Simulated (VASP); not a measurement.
# Ti3AgN (Pm-3m) in VASP: further runs, part 2 of 2

VASP 6.6.1.

## Step 3: Relaxation of cell and atoms, r2SCAN

This run uses another cell than the first one, of 13.53 Å³/atom, 0.960 times its volume.

Contents of POSCAR:

```
Ti3AgN
1.0
    4.0742943800      0.0000000000      0.0000000000
    0.0000000000      4.0742943800      0.0000000000
    0.0000000000      0.0000000000      4.0742943800
Ag N Ti
1 1 3
Direct
    0.0000000000      0.0000000000      0.0000000000
    0.5000000000      0.5000000000      0.5000000000
    0.0000000000      0.5000000000      0.5000000000
    0.5000000000      0.0000000000      0.5000000000
    0.5000000000      0.5000000000      0.0000000000
```

Contents of INCAR.step1:

```
ALGO = Normal ; EDIFF = 1E-4
ENCUT = 600 ; GGA = PE
ISMEAR = -1 ; LASPH = T
LCHARG = F ; LREAL = F
LWAVE = T ; NELM = 100
PREC = Accurate ; SIGMA = 0.0651
```

Contents of INCAR.step2:

```
ALGO = Normal ; EDIFF = 1E-6
EDIFFG = -0.01 ; ENCUT = 600
IBRION = 2 ; ISIF = 3
ISMEAR = -1 ; ISTART = 1
LASPH = T ; LCHARG = F
LMIXTAU = T ; LREAL = F
LWAVE = F ; METAGGA = R2SCAN
NELM = 100 ; NSW = 60
PREC = Accurate ; SIGMA = 0.0651
```

Contents of KPOINTS:

```
k-points
0
Gamma
  5 5 5
```

Potentials or basis: VASP PAW PBE potentials, release 64 (Ag, N, Ti_sv).

Command:

```sh
$ cat potpaw_PBE.64/Ag/POTCAR potpaw_PBE.64/N/POTCAR potpaw_PBE.64/Ti_sv/POTCAR > POTCAR
$ cp INCAR.step1 INCAR
$ mpirun -np 1 vasp_std > vasp.out
$ cp INCAR.step2 INCAR
$ mpirun -np 1 vasp_std > vasp.out
```

OUTCAR:

```text
EDIFF = 1E-6
   EDIFFG = -0.01
   ENCUT = 600
   IBRION = 2
   ISIF = 3
   ISMEAR = -1
   ISTART = 1
   LASPH = T
   LREAL = F
   METAGGA = R2SCAN
   NELM = 100
   NSW = 60
   PREC = Accurate

 ion  position               nearest neighbor table
   1  0.000  0.000  0.000-   3 2.88   4 2.88   5 2.88   3 2.88   4 2.88   3 2.88   5 2.88   3 2.88
                             4 2.88   5 2.88   4 2.88   5 2.88
   2  0.500  0.500  0.500-   3 2.04   4 2.04   5 2.04   5 2.04   4 2.04   3 2.04
   3  0.000  0.500  0.500-   2 2.04   2 2.04   4 2.88   5 2.88   1 2.88   5 2.88   1 2.88   4 2.88
                             1 2.88   1 2.88   4 2.88   5 2.88   5 2.88   4 2.88
   4  0.500  0.000  0.500-   2 2.04   2 2.04   3 2.88   5 2.88   1 2.88   5 2.88   1 2.88   3 2.88
                             5 2.88   5 2.88   1 2.88   3 2.88   1 2.88   3 2.88
   5  0.500  0.500  0.000-   2 2.04   2 2.04   3 2.88   4 2.88   1 2.88   3 2.88   4 2.88   1 2.88
                             4 2.88   4 2.88   1 2.88   3 2.88   3 2.88   1 2.88
[... 184 lines left out ...]
  Total        3.6797140      3.6797140      3.6797140      0.0000000      0.0000000     -0.0000000
  in kB       87.1700774     87.1700774     87.1700774      0.0000000      0.0000000     -0.0000000
  external PRESSURE =      87.1700774 kB  Pullay stress =       0.0000000 kB
[... 65 lines left out ...]
--------------------------------------- Ionic step        3  -------------------------------------------

 number of electron      52.0000006 magnetization

 Free energy of the ion-electron system (eV)
  ---------------------------------------------------
  ext. energy  EPLUGINS =         0.00000000
  ---------------------------------------------------
  free energy    TOTEN  =       -73.77350473 eV

  energy without entropy =      -73.72240069  energy(sigma->0) =      -73.74795271

 E-fermi :   9.3000     XC(G=0): -13.0531

 val. band max:        9.1289027809   @ k =   0.2000   0.0000   0.0000
 cond. band min:       9.3380523397   @ k =   0.4000   0.2000   0.2000
 fundamental gap:      0.2091495588
 Fermi energy:         9.3000252868

 k-point     1 :       0.0000    0.0000    0.0000
  band No.  band energies     occupation
      1     -50.3750      2.00000
      2     -50.2503      2.00000
      3     -50.2503      2.00000
      4     -25.7902      2.00000
      5     -25.7902      2.00000
      6     -25.7902      2.00000
[... 361 lines left out ...]
  FREE ENERGIE OF THE ION-ELECTRON SYSTEM (eV)
  ---------------------------------------------------
  free  energy   TOTEN  =       -73.7735047280 eV

  energy  without entropy=      -73.7224006936  energy(sigma->0) =      -73.74795271

 reached required accuracy - stopping structural energy minimisation
```

OUTCAR.step1:

```text
EDIFF = 1E-4
   ENCUT = 600
   GGA = PE
   ISMEAR = -1
   LASPH = T
[... 558 lines left out ...]
      2.03715      2.03715      2.03715         0.000000      0.000000      0.000000
      0.00000      2.03715      2.03715         0.000000      0.000000      0.000000
      2.03715      0.00000      2.03715         0.000000      0.000000      0.000000
      2.03715      2.03715      0.00000         0.000000      0.000000      0.000000
 -----------------------------------------------------------------------------------
    total drift:                                0.000000      0.000000      0.000000

  FREE ENERGIE OF THE ION-ELECTRON SYSTEM (eV)
  ---------------------------------------------------
  free  energy   TOTEN  =       -38.4681257489 eV

  energy  without entropy=      -38.4142146354  energy(sigma->0) =      -38.44117019
```

Wall time 5.3 min (1 thread of AMD EPYC 9R45 (Zen 5), shared host); peak memory 0.22 GiB.

Results:

```yaml
Free_energy: -73.7735 eV
Relaxed_volume: 14.16 Å³/atom
Relaxed_cell: a = 4.137 Å, b = 4.137 Å, c = 4.137 Å, α = 90.00°, β = 90.00°, γ = 90.00°
Space_group_after_relaxing_to_0.05_Å: Pm-3m (No. 221)
Energy_gained_by_relaxing: 16.2 meV/atom
Ionic_steps: 3
Pressure_after_relaxing: -0.1 GPa
Band_gap_on_the_k_mesh: zero (band 26 reaches 9.60 eV, above the bottom of band 27 at 8.82 eV)
```

The path:
```tsv
step	energy change (eV)	largest force (eV/Å)	pressure (GPa)	volume (Å³)
1	0.0000	0.0000	8.72	67.63
2	0.0520	0.0000	-9.28	75.10
3	-0.0812	0.0000	-0.10	70.78
```

Final structure:
```cif
data_structure
_symmetry_space_group_name_H-M 'P 1'
_symmetry_Int_Tables_number 1
_cell_length_a 4.1365
_cell_length_b 4.1365
_cell_length_c 4.1365
_cell_angle_alpha 90.000
_cell_angle_beta 90.000
_cell_angle_gamma 90.000
_cell_volume 70.78
loop_
_atom_site_label
_atom_site_type_symbol
_atom_site_fract_x
_atom_site_fract_y
_atom_site_fract_z
_atom_site_occupancy
Ag1 Ag 0.00000 0.00000 0.00000 1
N1 N 0.50000 0.50000 0.50000 1
Ti1 Ti 0.00000 0.50000 0.50000 1
Ti2 Ti 0.50000 0.00000 0.50000 1
Ti3 Ti 0.50000 0.50000 0.00000 1
```

Caveat: the PAW data sets were made with another functional, which shifts forces and pressure a little.

## Step 4: Single point, r2SCAN

Edit POSCAR of step 3 so:

```diff
@@ -2,5 +2,5 @@
 1.0
-    4.0742943800      0.0000000000      0.0000000000
-    0.0000000000      4.0742943800      0.0000000000
-    0.0000000000      0.0000000000      4.0742943800
+    4.1296838848      0.0000000000      0.0000000000
+    0.0000000000      4.1296838848      0.0000000000
+    0.0000000000      0.0000000000      4.1296838848
 Ag N Ti
```

Contents of INCAR.step1:

```
SYSTEM = Ti3AgN
PREC = Accurate
ENCUT = 520
ISMEAR = 1
SIGMA = 0.05
LREAL = .False.
LASPH = .True.
NELM = 100
NBANDS = 34
GGA = PE
ALGO = Normal
EDIFF = 1E-4
LWAVE = .True.
LCHARG = .False.
```

Contents of INCAR.step2:

```
SYSTEM = Ti3AgN
PREC = Accurate
ENCUT = 520
EDIFF = 1E-6
ISMEAR = 1
SIGMA = 0.05
LREAL = .False.
LASPH = .True.
NELM = 100
ALGO = Normal
ISIF = 2
LWAVE = .False.
LCHARG = .True.
METAGGA = R2SCAN
LMIXTAU = .True.
LELF = .True.
LVHAR = .True.
NBANDS = 34
ISTART = 1
```

Contents of KPOINTS:

```
regular mesh
0
Gamma
  5 5 5
  0 0 0
```

Command:

```sh
$ cat potpaw_PBE.64/Ag/POTCAR potpaw_PBE.64/N/POTCAR potpaw_PBE.64/Ti_sv/POTCAR > POTCAR
$ cp INCAR.step1 INCAR
$ mpirun -np 1 vasp_std > vasp.out
$ cp INCAR.step2 INCAR
$ mpirun -np 1 vasp_std > vasp.out
```

Wall time 76 s (1 thread of AMD EPYC 9R45 (Zen 5), shared host); peak memory 0.16 GiB.

It converged, with:

```
Free energy            : -73.7445 eV
Pressure               : 0.7 GPa
Band gap on the k mesh : zero (band 26 reaches 9.66 eV, above the bottom of band 27 at 8.88 eV)
```

Levels at points of the mesh, in eV from the Fermi level:
```
           k point  band 24  band 25  band 26  band 27  band 28  band 29
(0.00, 0.00, 0.00)    -1.23    -1.23    -0.43    -0.43     1.84     1.84
```

Caveat: the PAW data sets were made with another functional, which shifts forces and pressure a little.

## Step 5: Single point, r2SCAN+U

This run uses another cell than the first one, of 14.35 Å³/atom, 1.018 times its volume.

Contents of POSCAR:

```
Ti3AgN
1.0
    4.1551218324     -0.0000173944     -0.0000114833
   -0.0000173944      4.1551163337     -0.0000243968
   -0.0000114833     -0.0000243968      4.1550786268
Ag N Ti
1 1 3
Direct
    0.0002776108      0.0008654530      0.0009920157
    0.5002857048      0.5008795368      0.5009932146
    0.0002821088      0.5008696117      0.5009933520
    0.5002779750      0.0008784620      0.5009939302
    0.5002786900      0.5008688894      0.0009954658
```

Contents of INCAR.step1:

```
PREC = Accurate
ENCUT = 520
ISMEAR = -1
SIGMA = 0.0651
LREAL = F
LASPH = T
NELM = 150
LMAXMIX = 4
LDAU = T
LDAUTYPE = 2
LDAUL = -1 -1 2
LDAUU = 0 0 3
LDAUJ = 0 0 0
NBANDS = 34
ISYM = 0
GGA = PE
ALGO = Normal
EDIFF = 1E-4
LWAVE = T
LCHARG = F
```

Contents of INCAR.step2:

```
PREC = Accurate
ENCUT = 520
EDIFF = 1E-6
ISMEAR = -1
SIGMA = 0.0651
LREAL = F
LASPH = T
NELM = 150
ALGO = Normal
ISIF = 2
LWAVE = F
LCHARG = F
LMAXMIX = 4
LDAU = T
LDAUTYPE = 2
LDAUL = -1 -1 2
LDAUU = 0 0 3
LDAUJ = 0 0 0
LDAUPRINT = 1
METAGGA = R2SCAN
LMIXTAU = T
NBANDS = 34
ISYM = 0
ISTART = 1
```

Contents of KPOINTS:

```
regular mesh
0
Gamma
  5 5 5
```

Command:

```sh
$ cat potpaw_PBE.64/Ag/POTCAR potpaw_PBE.64/N/POTCAR potpaw_PBE.64/Ti_sv/POTCAR > POTCAR
$ cp INCAR.step1 INCAR
$ mpirun -np 1 vasp_std > vasp.out
$ cp INCAR.step2 INCAR
$ mpirun -np 1 vasp_std > vasp.out
```

Run time: 17 min. Hardware: 1 thread of AMD EPYC 7R13, shared host; peak memory 0.26 GiB.

Results (log left out):

| Quantity | Value |
| --- | --- |
| Free energy | -67.0828 eV |
| Pressure | 2.5 GPa |
| Band gap on the k mesh | zero (band 26 reaches 9.96 eV, above the bottom of band 27 at 9.12 eV) |

Levels at points of the mesh, in eV from the Fermi level:
```csv
k point,band 22,band 23,band 24,band 25,band 26,band 27,band 28,band 29,band 30,band 31
"(0.00, 0.00, 0.00)",-4.48,-1.22,-1.22,-1.22,-0.39,-0.39,1.80,1.80,1.80,2.10
```

Eigenvalues of the final occupation matrices:
| site | spin | trace | eigenvalues |
| --- | --- | --- | --- |
| site 3 d | 1 | 0.89 | 0.12 0.19 0.19 0.19 0.20 |
| site 3 d | 2 | 0.89 | 0.12 0.19 0.19 0.19 0.20 |
| site 4 d | 1 | 0.89 | 0.12 0.19 0.19 0.19 0.20 |
| site 4 d | 2 | 0.89 | 0.12 0.19 0.19 0.19 0.20 |
| site 5 d | 1 | 0.89 | 0.12 0.19 0.19 0.19 0.20 |
| site 5 d | 2 | 0.89 | 0.12 0.19 0.19 0.19 0.20 |

Caveat: the PAW data sets were made with another functional, which shifts forces and pressure a little; U without spin polarisation on a metal has little footing.

## Step 6: Summary

```tsv
task	level	U	cell	cutoff (eV)	smearing	gap on the mesh (eV)	pressure (GPa)
single point	r2SCAN	-	a = 4.130 Å, 5 atoms	520	fermi-dirac 0.0651 eV	none	0.7
relaxation of cell and atoms	r2SCAN	-	relaxed from a = 4.074 Å, 5 atoms	600	fermi-dirac 0.0651 eV	none	-0.1
single point	r2SCAN	-	a = 4.130 Å, 5 atoms	520	methfessel-paxton 0.05 eV	none	0.7
single point	r2SCAN+U	Ti d U = 3.0 eV	a = 4.155 Å, 5 atoms	520	fermi-dirac 0.0651 eV	none	2.5
```

Alike in all rows: potentials or basis VASP PAW PBE potentials, release 64 (Ag, N, Ti_sv); no spin polarisation; k mesh 5 × 5 × 5.

Caveats: the PAW data sets were made with another functional, which shifts forces and pressure a little; U without spin polarisation on a metal has little footing (some runs).

Total energies depend on the potentials used, so only differences within one code and one set of settings carry meaning.
